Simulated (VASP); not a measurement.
**C: density of states with PBE**

The system is C.

```xyz
1
Lattice="-1.1871 1.1871 1.1871 1.1871 -1.1871 1.1871 1.1871 1.1871 -1.1871" Properties=species:S:1:pos:R:3 pbc="T T T"
C     0.0000    0.0000    0.0000
```

- Program: VASP 6.6.1
- Task: density of states
- Functional: PBE
- Potentials or basis: VASP PAW PBE potentials, release 64 (C)
- Cutoff: 520 eV
- k mesh: 25 × 25 × 25
- Occupations: fermi-dirac, width 0.1 eV
- Spin: no spin polarisation
- Dipole correction: no
- k mesh for the DOS: 38 × 38 × 38
- Occupations for the DOS: tetrahedron
- Further INCAR settings: ALGO = Normal; EDIFF = 1e-06; NBANDS = 8

```
Valence electrons inside the program's atomic spheres : C 2.10
```

Levels at points of the mesh, in eV from the Fermi level:
```tsv
k point	band 1	band 2	band 3	band 4	band 5
(0.00, 0.00, 0.00)	-19.57	9.08	9.08	9.08	33.23
(0.50, 0.00, 0.00)	-8.81	-8.57	4.44	7.68	21.67
(0.50, 0.50, 0.50)	-1.53	-1.53	-1.53	0.58	12.00
```

Wall time 120 s on 1 thread of Intel Xeon 8259CL, with other jobs on the host, peak memory 0.26 GiB.
